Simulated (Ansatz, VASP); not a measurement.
**Li3P2 in VASP and in Ansatz**

```
Li P
1.0
     4.20657    0.00000    0.00000
    -2.10329    3.64300    0.00000
     0.00000    0.00000    5.14166
Li P
3 2
Cartesian
  0.0000 0.0000 0.0000
  0.0000 2.4287 3.5184
  2.1033 1.2143 1.6232
  0.0000 2.4287 1.0226
  2.1033 1.2143 4.1190
```

Alike in both runs: functional PBE; k mesh 12 × 12 × 8; occupations gaussian, width 0.1 eV; no spin polarisation.

Ansatz relaxed the structure, and its values are those at the end. VASP's run is a single point on that final structure, the one shown.

|  | VASP | Ansatz |
| --- | --- | --- |
| version | VASP 6.6.1 | Ansatz 0.2.0 |
| potentials or method | VASP PAW PBE potentials, release 64 (Li_sv, P), cutoff 520 eV | scalar-relativistic, plane waves, PAW |
| valence electrons in the cell | 19 | 19 |

```tsv
	VASP	Ansatz	Ansatz less VASP
gap on the k mesh at the Fermi level (eV)	none	none	-
rms of the force components (eV/Å)	0.003	0.001	-0.0017
```

A gap of «none» marks a metal or a gap that the smearing closes.

Noted on VASP's run: the cutoff is under 1.25 times that of the potentials, so the pressure is a little rough.
